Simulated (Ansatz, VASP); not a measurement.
# Two plane-wave programs on Sn

The input INCAR:

```
PREC = Accurate
ENCUT = 520
EDIFF = 1E-7
ISMEAR = 0
SIGMA = 0.15
LREAL = False
LASPH = True
NELM = 60
ALGO = Fast
ISIF = 2
LWAVE = False
LCHARG = True
GGA = PS
LELF = True
LVHAR = True
NBANDS = 13
```

File KPOINTS:

```
regular mesh
0
Gamma
  18 18 18
```

The input POSCAR:

```
Sn
1.0
   -1.9657012624      1.9657012624      1.8946518192
    1.9657012624     -1.9657012624      1.8946518192
    1.9657012624      1.9657012624     -1.8946518192
Sn
1
Direct
    0.0000000000      0.0000000000      0.0000000000
```

Input for Ansatz:

```yaml
crystal:
  lattice:
    - [-1.9657012624, 1.9657012624, 1.8946518192]
    - [1.9657012624, -1.9657012624, 1.8946518192]
    - [1.9657012624, 1.9657012624, -1.8946518192]
  atoms:
    - { symbol: Sn, position: [0.0, 0.0, 0.0] }
basis:
  ecutwfc: 420
kpoints:
  mp_grid: { grid: [18, 18, 18] }
hamiltonian:
  xc: pbesol
scf:
  occupations: { method: gaussian, width: 0.15 }
output:
  forces: true
  stress: true
  eigenvalues: true
```

Change from the starting cell: strain +0.0375 x Voigt [1, 1, 0, 0, 0, 0], atoms carried along.

Alike in both runs: task single point; functional PBEsol; k mesh 18 × 18 × 18; occupations gaussian, width 0.15 eV; no spin polarisation.

|  | VASP | Ansatz |
| --- | --- | --- |
| version | VASP 6.6.1 | Ansatz 0.2.0 |
| potentials or method | VASP PAW PBE potentials, release 64 (Sn_d), cutoff 520 eV | scalar-relativistic, plane waves, PAW |
| valence electrons in the cell | 14 | 14 |

```csv
,VASP,Ansatz,Ansatz less VASP
gap on the k mesh at the Fermi level (eV),none,none,-
pressure (GPa),-4.8,-4.8,+0.06
"traceless stress, the component that is largest in VASP (GPa)",-0.46,-0.46,-0.003
```

VASP's potentials were made for PBE, not for PBEsol. A gap of «none» marks a metal or a gap that the smearing closes.
